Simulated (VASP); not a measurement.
Input of a VASP 6.6.1 run:

The input INCAR:

```
SYSTEM = Cu6H
PREC = Accurate ; ENCUT = 520
EDIFF = 1E-6 ; ISMEAR = 0
SIGMA = 0.1 ; LREAL = .FALSE.
LASPH = .TRUE. ; NELM = 60
ALGO = Normal ; ISIF = 2
LWAVE = .FALSE. ; LCHARG = .FALSE.
LDIPOL = .TRUE. ; IDIPOL = 3
DIPOL = 0.5 0.5 0.299 ; GGA = PE
NBANDS = 80
```

The input KPOINTS:

```
Automatic mesh
0
G
  5 5 1
  0 0 0
```

File POSCAR:

```
Cu6H
1.0
    5.1332392722      0.0000000000      0.0000000000
    0.0000000000      5.1332392722      0.0000000000
    0.0000000000      0.0000000000     21.5289058579
Cu H
12 2
Direct
    0.2500000000      0.2500000000      0.1857967157
    0.2500000000      0.7500000000      0.1857967157
    0.7500000000      0.2500000000      0.1857967157
    0.7500000000      0.7500000000      0.1857967157
    0.0000000000      0.0000000000      0.2677566944
    0.0000000000      0.5000000000      0.2677566944
    0.5000000000      0.0000000000      0.2677566944
    0.5000000000      0.5000000000      0.2677566944
    0.2500000000      0.2500000000      0.3497114952
    0.2500000000      0.7500000000      0.3497114952
    0.7500000000      0.2500000000      0.3497114952
    0.7500000000      0.7500000000      0.3497114952
    0.1866871516      1.0000000000      0.4890590320
    0.3133128484      1.0000000000      0.4890590320
```

Potentials or basis: VASP PAW PBE potentials, release 64 (Cu, H).

The run is started by

```console
$ cat potpaw_PBE.64/Cu/POTCAR potpaw_PBE.64/H/POTCAR > POTCAR
$ mpirun -np 1 vasp_std > vasp.out
```

Q: Estimate the largest force.

A: 4.901 eV/Å.

Q: Estimate the band gap on the k mesh.

A: Zero (bands 67 and 68 overlap by 1.15 eV).

Forces in eV/Å, atoms in the order of the input:
```
Cu   0.000  0.000 -0.039
Cu   0.000  0.000 -0.039
Cu   0.000  0.000 -0.036
Cu   0.000  0.000 -0.036
Cu   0.003  0.000  0.002
Cu   0.002  0.000  0.003
Cu  -0.003  0.000  0.002
Cu  -0.002  0.000  0.003
Cu   0.000  0.011  0.012
Cu   0.000 -0.011  0.012
Cu   0.000  0.004  0.016
Cu   0.000 -0.004  0.016
H   -4.901  0.000  0.041
H    4.901  0.000  0.041
```
